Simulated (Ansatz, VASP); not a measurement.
## HgTe: VASP beside Ansatz

```
Hg Te
1.0
     0.08765    2.96532    2.96532
     2.96532    0.08765    2.96532
     2.96532    2.96532    0.08765
Hg Te
1 1
Direct
  0.00000 0.00000 0.00000
  0.50000 0.50000 0.50000
```

Change from the starting cell: equal xy, yz and zx shear strains of +3 %.

Alike in both runs: task single point; functional LDA; k mesh 10 × 10 × 10; occupations fermi-dirac, width 0.08 eV; no spin polarisation.

|  | VASP | Ansatz |
| --- | --- | --- |
| version | VASP 6.6.1 | Ansatz 0.2.0 |
| potentials or method | VASP PAW LDA potentials, release 64 (Hg, Te), cutoff 520 eV | all-electron LAPW, scalar-relativistic |

```csv
,VASP,Ansatz,Ansatz less VASP
pressure (GPa),4.4,3.9,-0.54
"traceless stress, the component that is largest in VASP (GPa)",-0.60,-0.60,-0.008
```

LDA's correlation is that of Perdew and Zunger in VASP and of Perdew and Wang (1992) in Ansatz. Ansatz ran all-electron here, and VASP with PAW potentials.

Neither program's run includes spin-orbit coupling.
